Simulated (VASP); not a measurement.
## AlGaN2: single point with r2SCAN

The system is AlGaN2.

```
CELL_PARAMETERS angstrom
3.09021 0.00000 0.00000
0.00000 3.09021 0.00000
0.00000 0.00000 4.57010
ATOMIC_POSITIONS crystal
Al 0.50000 0.50000 0.50000
Ga 0.00000 0.00000 0.00000
N 0.50000 0.00000 0.73826
N 0.00000 0.50000 0.26174
```

This cell differs from its parent crystal: ratio of the length along z to the lengths across it x 1.05, volume and fractional coordinates fixed.

```yaml
Program: VASP 6.6.1
Task: single point
Functional: r2SCAN
Potentials_or_basis: VASP PAW PBE potentials, release 64 (Al, Ga_d, N)
Cutoff: 520 eV
k_mesh: 8 × 8 × 6
Occupations: gaussian, width 0.05 eV
Spin: no spin polarisation
```

- Pressure: -0.1 GPa
- Largest force: 0.086 eV/Å
- Band gap on the k mesh: 3.28 eV, direct

Forces in eV/Å, atoms in the order of the input:
```
Al   0.000  0.000  0.000
Ga   0.000  0.000  0.000
N    0.000  0.000  0.086
N    0.000  0.000 -0.086
```

Stress tensor (GPa, compression positive):
```
 2.43  0.00  0.00
 0.00  2.43  0.00
 0.00  0.00 -5.14
```

Levels at points of the mesh, in eV from the valence-band top:
| k point | band 11 | band 12 | band 13 | band 14 | band 15 | band 16 |
| --- | --- | --- | --- | --- | --- | --- |
| (0.00, 0.00, 0.00) | -0.45 | 0.00 | 0.00 | 3.28 | 4.22 | 8.83 |
| (0.50, 0.00, 0.00) | -3.21 | -0.93 | -0.51 | 7.72 | 7.78 | 9.08 |
| (0.50, 0.50, 0.00) | -2.50 | -2.50 | -2.50 | 3.68 | 3.68 | 6.59 |
| (0.00, 0.00, 0.50) | -1.52 | -0.89 | -0.89 | 5.73 | 5.79 | 8.57 |
| (0.50, 0.00, 0.50) | -0.93 | -0.91 | -0.41 | 5.63 | 7.10 | 9.99 |
| (0.50, 0.50, 0.50) | -3.39 | -3.29 | -3.29 | 6.43 | 6.43 | 9.34 |

Wall time 4.1 min on 1 thread of AMD EPYC 7R43 64-Core Processor (Zen 3), on a shared host, peak memory 0.16 GiB.

Caveat: the PAW data sets were made with another functional, which shifts forces and pressure a little. A k mesh can miss the band edges.
